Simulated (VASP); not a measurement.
The system is O.

```
CELL_PARAMETERS angstrom
2.85140 -1.66242 0.00000
2.85140 1.66242 0.00000
-2.39449 0.00000 3.64705
ATOMIC_POSITIONS crystal
O 0.02545 0.02545 0.15557
O 0.97455 0.97455 0.84443
```

Base run:

| Item | Value |
| --- | --- |
| Program | VASP 6.6.1 |
| Functional | BLYP |
| Potentials or basis | VASP PAW PBE potentials, release 64 (O) |
| Cutoff | 520 eV |
| k mesh | 7 × 7 × 5 |
| Occupations | fermi-dirac, width 0.1 eV |
| Spin | no spin polarisation |

Its results: band gap on the k mesh zero (bands 6 and 7 overlap by 0.28 eV); pressure 1.8 GPa; largest force 1.504 eV/Å.

Task: The run is repeated on the same cell with these changes: functional from BLYP to PBEsol. What comes out?

Result: Band gap on the k mesh zero (bands 6 and 7 overlap by 0.28 eV); pressure -1.2 GPa; largest force 0.423 eV/Å.

PBEsol binds more tightly than BLYP, so the same cell stands under less pressure.

Caveats: the standard files for N, O and F lose accuracy on very short bonds; spin is off for a triplet molecule; this functional lacks dispersion, which holds the molecules together, so the pressure and a relaxed volume are unreliable; the PAW data sets were made with another functional, which shifts forces and pressure a little.
